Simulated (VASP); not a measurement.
## PbS (rocksalt type): single point with PBE

The system is PbS (rocksalt type).

```
Pb S
1.0
     0.00000    3.00423    3.00423
     3.00423    0.00000    3.00423
     3.00423    3.00423    0.00000
Pb S
1 1
Direct
  0.00000 0.00000 0.00000
  0.50000 0.50000 0.50000
```

```json
{
  "Program": "VASP 6.6.1",
  "Task": "single point",
  "Functional": "PBE",
  "Potentials or basis": "VASP PAW PBE potentials, release 64 (Pb_d, S)",
  "Cutoff": "520 eV",
  "k mesh": "13 × 13 × 13",
  "Occupations": "fermi-dirac, width 0.08 eV",
  "Spin": "no spin polarisation"
}
```

| Item | Value |
| --- | --- |
| Pressure | -0.1 GPa |

Levels at points of the mesh, in eV from the Fermi level:
```
           k point  band 7  band 8  band 9  band 10  band 11  band 12  band 13  band 14
(0.00, 0.00, 0.00)   -6.33   -2.21   -2.21    -2.21     4.87     4.87     4.87     6.60
```

Run time: 25 s on 1 thread of Intel(R) Xeon(R) 6975P-C (Granite Rapids) (shared host), peak memory 0.22 GiB.

Caveat: this odd mesh misses L, where the gap lies, so gap, dielectric constants and Born charges aren't listed; spin-orbit coupling is left out, which moves the levels of the heavy elements.
